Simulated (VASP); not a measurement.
Here is a VASP 6.6.1 calculation.

INCAR

```
PREC     = Accurate       # precision mode
ENCUT    = 600            # plane-wave cutoff, eV
EDIFF    = 1E-6           # SCF threshold, eV
ISMEAR   = 0              # smearing method
SIGMA    = 0.1            # smearing width, eV
LREAL    = False          # projectors in reciprocal space
LASPH    = True           # aspherical terms in the spheres
NELM     = 200            # most SCF steps
ALGO     = Normal         # electronic algorithm
ISIF     = 2              # what is computed and relaxed
LWAVE    = False          # write WAVECAR
LCHARG   = False          # write CHGCAR
ISPIN    = 2              # spin polarisation
MAGMOM   = 4 0            # initial moments
LORBIT   = 11             # projections on sites
LMAXMIX  = 4              # l up to which the mixer works
GGA      = PE             # functional
NBANDS   = 23             # bands
GGA_COMPAT= False
```

The input KPOINTS:

```
regular mesh
0
Gamma
  18 18 18
```

The input POSCAR:

```
MnCu
1.0
   -1.8852375568     -1.8852375568     -3.6930058161
   -1.8852375568     -3.6930058161     -1.8852375568
   -3.6930058161     -1.8852375568     -1.8852375568
Mn Cu
1 1
Direct
    0.0000000000      0.0000000000      0.0000000000
    0.5000000000      0.5000000000      0.5000000000
```

Potentials or basis: VASP PAW PBE potentials, release 64 (Mn_pv, Cu).

Run with:

```bash
$ cat potpaw_PBE.64/Mn_pv/POTCAR potpaw_PBE.64/Cu/POTCAR > POTCAR
$ mpirun -np 1 vasp_std > vasp.out
```

Question: Predict the pressure.

Answer: 0.6 GPa.

Question: Estimate the net moment.

Answer: 2.62 μB per cell.

Question: What does it give for the site moments?

Answer: Mn +2.48; Cu +0.09 μB.
